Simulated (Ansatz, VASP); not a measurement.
**One calculation of P, two programs**

```xyz
7
Lattice="5.2456 -0.0653 -0.2045 -2.3904 5.2181 0.1882 -2.2668 -2.0175 4.9124" Properties=species:S:1:pos:R:3 pbc="T T T"
P    -2.5045    0.4851    4.4143
P    -0.8495    3.0532    2.6267
P     3.1827    0.2851    0.8030
P     3.0928    2.6502    0.4818
P     1.4378    0.0820    2.2694
P    -2.5944    2.8502    4.0931
P     0.0000    0.0000    0.0000
```

Change from the starting cell: the structure that the rattled cell fell into.

Alike in both runs: functional PBE; k mesh 4 × 4 × 4; occupations gaussian, width 0.1 eV; no spin polarisation.

Ansatz relaxed the structure, and its values are those at the end. VASP's run is a single point on that final structure, the one shown.

|  | VASP | Ansatz |
| --- | --- | --- |
| version | VASP 6.6.1 | Ansatz 0.2.0 |
| potentials or method | VASP PAW PBE potentials, release 64 (P), cutoff 520 eV | scalar-relativistic, plane waves, PAW |
| valence electrons in the cell | 35 | 35 |

Ansatz gave:

| Item | Value |
| --- | --- |
| gap on the k mesh at the Fermi level (eV) | none |
| pressure (GPa) | 0.0 |
| rms of the force components (eV/Å) | 0.013 |

Question: Which values does VASP return?

Answer: gap on the k mesh at the Fermi level (eV): none; pressure (GPa): -0.2; rms of the force components (eV/Å): 0.036.

A gap of «none» marks a metal or a gap that the smearing closes. With one functional, cell and mesh, what is left measures potentials, basis and numerics.

The k mesh is coarse, so the values compare programs but aren't converged.
